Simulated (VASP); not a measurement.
# AlN (P2_1) in VASP: notebook

The runs below take AlN through single point, with PBEsol.

All numbers are computed with VASP 6.6.1; they aren't measurements. Logs are shortened: lines on timing, memory, paths and dates and some standing lists are left out, and cuts for length are marked.

## 1. The cell of the first run

The structure is monoclinic, space group P2_1 (No. 4). Conventional cell: a = 3.114 Å, b = 4.983 Å, c = 3.114 Å, α = 90.00°, β = 120.00°, γ = 90.00°. Al (site symmetry 1) has 4 N at 1.87 to 1.93 Å within 2.5 Å. N (site symmetry 1) has 4 Al at 1.87 to 1.93 Å within 2.5 Å.

## 2. Single point, PBEsol (atoms displaced along several vibrational modes)

File INCAR:

```
PREC = Accurate
ENCUT = 520
EDIFF = 1E-7
ISMEAR = 0
SIGMA = 0.05
LREAL = F
LASPH = T
NELM = 100
ALGO = Normal
ISIF = 2
LWAVE = F
LCHARG = T
GGA = PS
LELF = T
LVHAR = T
NBANDS = 26
```

File KPOINTS:

```
regular mesh
0
Gamma
  8 8 8
```

File POSCAR:

```
AlN
1.0
   -3.1135599857      0.0000000000      0.0000000000
    0.0000000000      5.3928440876      0.0000000000
    1.5567799928     -2.6964220438     -4.9833504711
Al N
4 4
Direct
    1.0048988362      0.3301719348      0.9984922856
    0.5048988362      0.8301719348      0.9984922856
    0.2435934494      0.9183203507      0.4984922856
    0.7435934494      0.4183203507      0.4984922856
    0.8032027362      0.1363940141      0.6165054891
    0.3032027362      0.6363940141      0.6165054891
    0.0633027528      0.7301114750      0.1165054891
    0.5633027528      0.2301114750      0.1165054891
```

Potentials or basis: VASP PAW PBE potentials, release 64 (Al, N).

On the command line:

```console
> cat potpaw_PBE.64/Al/POTCAR potpaw_PBE.64/N/POTCAR > POTCAR
> mpirun -np 1 vasp_std > vasp.out
```

OUTCAR:

```text
PREC = Accurate
   ENCUT = 520
   EDIFF = 1E-7
   ISMEAR = 0
   LREAL = F
   LASPH = T
   NELM = 100
   ISIF = 2
   GGA = PS

 ion  position               nearest neighbor table
   1  0.005  0.330  0.998-   8 1.87   8 1.87   5 1.90   7 1.93   3 3.05   4 3.05   4 3.08   3 3.08
                             3 3.09   4 3.09   2 3.11   2 3.11   2 3.11   2 3.11
   2  0.505  0.830  0.998-   7 1.87   7 1.87   6 1.90   8 1.93   4 3.05   3 3.05   3 3.08   4 3.08
                             4 3.09   3 3.09   1 3.11   1 3.11   1 3.11   1 3.11
   3  0.244  0.918  0.498-   5 1.87   5 1.87   7 1.90   6 1.93   1 3.05   2 3.05   2 3.08   1 3.08
                             1 3.09   2 3.09   4 3.11   4 3.11   4 3.11   4 3.11
   4  0.744  0.418  0.498-   6 1.87   6 1.87   8 1.90   5 1.93   2 3.05   1 3.05   1 3.08   2 3.08
                             2 3.09   1 3.09   3 3.11   3 3.11   3 3.11   3 3.11
   5  0.803  0.136  0.617-   3 1.87   3 1.87   1 1.90   4 1.93
   6  0.303  0.636  0.617-   4 1.87   4 1.87   2 1.90   3 1.93
   7  0.063  0.730  0.117-   2 1.87   2 1.87   3 1.90   1 1.93
   8  0.563  0.230  0.117-   1 1.87   1 1.87   4 1.90   2 1.93

  LATTYP: Found a body centered orthorhombic cell.
 ALAT       =     3.1135599857
 B/A-ratio  =     1.7320508076
 C/A-ratio  =     3.2010627667

  Lattice vectors:

 A1 = (  -1.5567799928,   2.6964220438,   4.9833504711)
 A2 = (   1.5567799929,  -2.6964220438,   4.9833504711)
 A3 = (   1.5567799928,   2.6964220438,  -4.9833504711)

Analysis of symmetry for initial positions (statically):
=====================================================================
 Subroutine PRICEL returns following result:

  LATTYP: Found a hexagonal cell.
 ALAT       =     3.1135599857
 C/A-ratio  =     1.6005313834

  Lattice vectors:

 A1 = (   3.1135599857,  -0.0000000000,   0.0000000000)
 A2 = (  -1.5567799929,  -2.6964220438,   0.0000000000)
 A3 = (  -0.0000000000,   0.0000000000,  -4.9833504711)

   2 primitive cells build up your supercell.

 Routine SETGRP: Setting up the symmetry group for a
 body centered orthorhombic supercell.

 Subroutine GETGRP returns: Found  2 space group operations
 (whereof  1 operations were pure point group operations)
 out of a pool of  8 trial point group operations.

The static configuration has the point symmetry C_1 .
 The point group associated with its full space group is C_2 .

Analysis of symmetry for dynamics (positions and initial velocities):
=====================================================================
 Subroutine PRICEL returns following result:
[... 131 lines left out ...]
   ISIF   =      2    stress and relaxation
   ISYM   =      2    0-nonsym 1-usesym 2-fastsym
   POTIM  = 0.5000    time-step for ionic-motion
   TEBEG  =    0.0;   TEEND  =   0.0 temperature during run
   PSTRESS=    0.0 pullay stress
   NELECT =      32.0000    total number of electrons
   NUPDOWN=      -1.0000    fix difference up-down
   EMIN   =  10.00;   EMAX   =-10.00  energy-range for DOS
   EFERMI =   0.00;   METHOD = LEGACY
   ISMEAR =     0;   SIGMA  =   0.05  broadening in eV -4-tet -1-fermi 0-gaus
   EFERMI_NEDOS =   21; number of points for ismear=-14 and -15
   IALGO  =     38    algorithm
   IMIX   =      4    mixing-type and parameters
     AMIX     =   0.40;   BMIX     =  1.00
     AMIX_MAG =   1.60;   BMIX_MAG =  1.00
  volume/ion in A,a.u.               =      10.46        70.58
  Fermi-wavevector in a.u.,A,eV,Ry     =   1.188300  2.245561 19.212190  1.412056
  Thomas-Fermi vector in A             =   2.324432
   LORBIT       =      0    0 simple, 1 ext, 2 COOP (PROOUT), +10 PAW based schemes
   GGA     = PS    functional components
   LHFCALC =     F    Hartree Fock is set to
   AEXX    =    0.0000 exact exchange contribution
   IVDW    =     0    specifies the selected vdW correction
   LEPSILON=     F    determine dielectric tensor
   LRPA    =     F    only Hartree local field effects (RPA)
 non-spin polarized calculation
 Gauss-broadening in eV      SIGMA  =   0.05
  energy-cutoff  :      520.00
  volume of cell :       83.68
 maximum number of plane-waves:      2272
   NGX = 11   NGY = 21   NGZ = 21

 number of electron      31.9999999 magnetization

 Free energy of the ion-electron system (eV)
  ---------------------------------------------------
  ext. energy  EPLUGINS =         0.00000000
  ---------------------------------------------------
  free energy    TOTEN  =       -62.57327871 eV

  energy without entropy =      -62.57327871  energy(sigma->0) =      -62.57327871

 E-fermi :   6.2666     XC(G=0): -11.0999

 val. band max:        6.0555993159   @ k =   0.0000   0.0000   0.0000
 cond. band min:      10.1592795005   @ k =   0.0000   0.0000   0.0000
 fundamental gap:      4.1036801846
 Fermi energy:         6.2666250622

 k-point     1 :       0.0000    0.0000    0.0000
  band No.  band energies     occupation
      1      -9.1113      2.00000
      2      -6.9312      2.00000
      3      -6.7458      2.00000
      4      -6.7458      2.00000
      5       0.0007      2.00000
      6       0.4610      2.00000
[... 685 lines left out ...]
     25      16.9992      0.00000
     26      17.3050      0.00000

 [... further k-points ...]

------------------------ aborting loop because EDIFF is reached ----------------------------------------

  FORCE on cell =-STRESS in cart. coord.  units (eV):
  Direction    XX          YY          ZZ          XY          YZ          ZX
  --------------------------------------------------------------------------------------
  -------------------------------------------------------------------------------------
  Total        1.7605474     -1.4359369      0.0574806     -0.0147838      0.0000000      0.0000000
  in kB       33.7102352    -27.4947275      1.1006140     -0.2830745      0.0000000      0.0000000
  external PRESSURE =       2.4387073 kB  Pullay stress =       0.0000000 kB

 VOLUME and BASIS-vectors are now :
 -----------------------------------------------------------------------------
  energy-cutoff  :      520.00
  volume of cell :       83.68
      direct lattice vectors                 reciprocal lattice vectors
    -3.113559986  0.000000000  0.000000000    -0.321175762  0.000000000 -0.100334103
     0.000000000  5.392844088  0.000000000     0.000000000  0.185430912 -0.100334103
     1.556779993 -2.696422044 -4.983350471     0.000000000  0.000000000 -0.200668206

 POSITION                                       TOTAL-FORCE (eV/Angst)
 -----------------------------------------------------------------------------------
      1.53918     -0.91179     -4.97584         0.101622      0.512461      0.027044
     -0.01760      1.78463     -4.97584         0.101622      0.512461      0.027044
      0.01760      3.60821     -2.48416        -0.101622     -0.512461      0.027044
     -1.53918      0.91179     -2.48416        -0.101622     -0.512461      0.027044
     -1.54106     -0.92681     -3.07226        -0.044098      0.574822     -0.027044
      0.01572      1.76961     -3.07226        -0.044098      0.574822     -0.027044
     -0.01572      3.62323     -0.58059         0.044098     -0.574822     -0.027044
     -1.57250      0.92681     -0.58059         0.044098     -0.574822     -0.027044
 -----------------------------------------------------------------------------------
    total drift:                               -0.000005     -0.000007      0.000817

  FREE ENERGIE OF THE ION-ELECTRON SYSTEM (eV)
  ---------------------------------------------------
  free  energy   TOTEN  =       -62.5732787061 eV

  energy  without entropy=      -62.5732787061  energy(sigma->0) =      -62.57327871
```

stdout:

```text
POSCAR found type information on POSCAR AlN
 POSCAR found :  2 types and       8 ions
 scaLAPACK will be used
 -----------------------------------------------------------------------------
|                                                                             |
|                                                                             |
|     You enforced a specific xc type in the INCAR file but a different       |
|     I HOPE YOU KNOW WHAT YOU ARE DOING!                                     |
|                                                                             |
 -----------------------------------------------------------------------------

 LDA part: xc-table for (Slater+PW92), standard interpolation
 POSCAR, INCAR and KPOINTS ok, starting setup
 FFT: planning ... GRIDC
 FFT: planning ... GRID_SOFT
 FFT: planning ... GRID
 WAVECAR not read
 entering main loop
```

Run time: 2 min. Hardware: 1 thread of Intel Xeon 6975P-C (Granite Rapids), shared host; peak memory 0.36 GiB.

Results:

| Quantity | Value |
| --- | --- |
| Free energy | -62.5733 eV |
| Pressure | 0.2 GPa |
| Largest force | 0.577 eV/Å |
| Band gap on the k mesh | 4.10 eV |

Forces in eV/Å, atoms in the order of the input:
```
Al   0.102  0.512  0.027
Al   0.102  0.512  0.027
Al  -0.102 -0.512  0.027
Al  -0.102 -0.512  0.027
N   -0.044  0.575 -0.027
N   -0.044  0.575 -0.027
N    0.044 -0.575 -0.027
N    0.044 -0.575 -0.027
```

Levels at points of the mesh, in eV from the valence-band top:
```csv
k point,band 12,band 13,band 14,band 15,band 16,band 17,band 18,band 19,band 20,band 21
"(0.00, 0.00, 0.00)",-0.99,-0.77,-0.29,-0.17,0.00,4.10,5.27,5.27,6.54,9.08
"(0.50, 0.00, 0.00)",-2.46,-2.00,-2.00,-0.94,-0.94,6.10,6.10,7.13,7.13,8.54
"(0.00, 0.50, 0.00)",-1.52,-0.71,-0.71,-0.64,-0.64,5.95,5.95,7.27,7.27,8.38
"(0.50, 0.50, 0.00)",-1.46,-1.46,-1.33,-1.33,-0.67,5.10,5.10,5.67,5.68,8.07
"(0.50, 0.50, 0.50)",-1.46,-1.46,-1.36,-1.36,-0.68,5.14,5.14,5.60,5.87,8.12
"(0.00, 0.00, 0.50)",-0.78,-0.65,-0.65,-0.48,-0.48,5.45,5.73,6.35,6.35,7.98
```

Caveat: the cell differs from its parent crystal (atoms displaced along several vibrational modes); the stress differs along the axes, from -3 to 3 GPa; the PAW data sets were made with another functional, which shifts forces and pressure a little.

## 3. Single point, PBEsol (atoms displaced along a vibrational mode)

File INCAR:

```
PREC = Accurate ; ENCUT = 520
EDIFF = 1E-6 ; ISMEAR = 0
SIGMA = 0.05 ; LREAL = False
LASPH = True ; NELM = 60
ALGO = Normal ; ISIF = 2
LWAVE = False ; LCHARG = False
GGA = PS ; NBANDS = 26
```

KPOINTS is that of step 2.

File POSCAR:

```
AlN
1.0
   -3.1135599857      0.0000000000      0.0000000000
    0.0000000000      5.3928440876      0.0000000000
    1.5567799928     -2.6964220438     -4.9833504711
Al N
4 4
Direct
    1.0048976350      0.3325782749      0.9984898831
    0.5048976350      0.8325782749      0.9984898831
    0.2435922481      0.9159116082      0.4984898831
    0.7435922481      0.4159116082      0.4984898831
    0.8032050502      0.1415883918      0.6165101169
    0.3032050502      0.6415883918      0.6165101169
    0.0633050667      0.7249217251      0.1165101169
    0.5633050667      0.2249217251      0.1165101169
```

Potentials or basis: VASP PAW PBE potentials, release 64 (Al, N).

On the command line:

```console
> cat potpaw_PBE.64/Al/POTCAR potpaw_PBE.64/N/POTCAR > POTCAR
> mpirun -np 1 vasp_std > vasp.out
```

Run time: 1.8 min. Hardware: 1 thread of Intel Xeon 6975P-C (Granite Rapids), shared host; peak memory 0.36 GiB.

It converged, with:

* Free energy: -62.6200 eV
* Pressure: 0.0 GPa
* Largest force: 0.097 eV/Å
* Band gap on the k mesh: 4.11 eV

Forces on the atoms (eV/Å):
```
Al   0.097  0.001  0.002
Al   0.097  0.001  0.002
Al  -0.097 -0.001  0.002
Al  -0.097 -0.001  0.002
N   -0.045  0.001 -0.002
N   -0.045  0.001 -0.002
N    0.045 -0.001 -0.002
N    0.045 -0.001 -0.002
```

Stress tensor (GPa, compression positive):
```
 0.00 -0.06  0.00
-0.06  0.03  0.00
 0.00  0.00  0.03
```

Levels at points of the mesh, in eV from the valence-band top:
```
           k point  band 12  band 13  band 14  band 15  band 16  band 17  band 18  band 19  band 20  band 21
(0.00, 0.00, 0.00)    -0.89    -0.87    -0.25    -0.20     0.00     4.11     5.17     5.17     6.55     9.12
(0.50, 0.00, 0.00)    -2.49    -2.07    -2.07    -0.90    -0.90     6.03     6.03     7.16     7.16     8.54
(0.00, 0.50, 0.00)    -1.45    -0.66    -0.66    -0.62    -0.62     5.91     5.91     7.26     7.26     8.46
(0.50, 0.50, 0.00)    -1.50    -1.50    -1.35    -1.35    -0.70     5.15     5.15     5.58     5.69     8.04
(0.50, 0.50, 0.50)    -1.49    -1.49    -1.40    -1.40    -0.71     5.19     5.19     5.64     5.77     8.09
(0.00, 0.00, 0.50)    -0.71    -0.57    -0.57    -0.55    -0.55     5.67     5.67     6.36     6.36     8.06
```

Caveat: the cell differs from its parent crystal (atoms displaced along a vibrational mode); the PAW data sets were made with another functional, which shifts forces and pressure a little.

[end of part 1 of 2]
